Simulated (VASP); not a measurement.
# Na: relaxation of cell and atoms with LDA

Crystal: Na.

```
Na
1.0
    -2.14100    2.14100    2.14100
     2.14100   -2.14100    2.14100
     2.14100    2.14100   -2.14100
Na
1
Cartesian
  0.0000 0.0000 0.0000
```

```yaml
Program: VASP 6.6.1
Task: relaxation of cell and atoms
Functional: LDA
Potentials_or_basis: VASP PAW LDA potentials, release 64 (Na_pv)
Cutoff: 600 eV
k_mesh: 7 × 7 × 7
Occupations: gaussian, width 0.02 eV
Spin: no spin polarisation
Dipole_correction: no
Further_INCAR_settings: ALGO = Normal; EDIFF = 1e-06; IBRION = 2; EDIFFG = -0.01; NSW = 80; ISIF = 3
```

```yaml
Relaxed_volume: 33.10 Å³/atom
Relaxed_cell: a = 3.504 Å, b = 3.504 Å, c = 3.504 Å, α = 109.47°, β = 109.47°, γ = 109.47°
Space_group_after_relaxing_to_0.05_Å: Im-3m (No. 229)
Energy_gained_by_relaxing: 24.4 meV/atom
Ionic_steps: 5
Pressure_after_relaxing: 0.0 GPa
```

The path:
```
step  energy change (eV)  largest force (eV/Å)  pressure (GPa)  volume (Å³)
   1              0.0000                0.0000           -1.13        39.26
   2             -0.0099                0.0000           -0.94        37.71
   3             -0.0244                0.0000           -0.08        33.31
   4             -0.0244                0.0000            0.06        32.96
   5             -0.0244                0.0000           -0.02        33.10
```

Final structure:
```
Na
1.0
    -2.02276    2.02276    2.02276
     2.02276   -2.02276    2.02276
     2.02276    2.02276   -2.02276
Na
1
Direct
  0.00000 0.00000 0.00000
```

Levels at points of the mesh, in eV from the Fermi level:
```csv
k point,band 2,band 3,band 4,band 5,band 6,band 7
"(0.00, 0.00, 0.00)",-24.73,-24.73,-3.40,12.51,12.51,12.51
```

It took 16 s on 1 thread of Intel(R) Xeon(R) Platinum 8488C (Sapphire Rapids), with other jobs on the host, peak memory 0.13 GiB.

Caveat: the volume moved by over 15 % at a fixed basis, so the end points are rough; the volume moved by -16 % from the deposited cell, more than functionals usually miss. LDA usually gives volumes a few per cent too small.
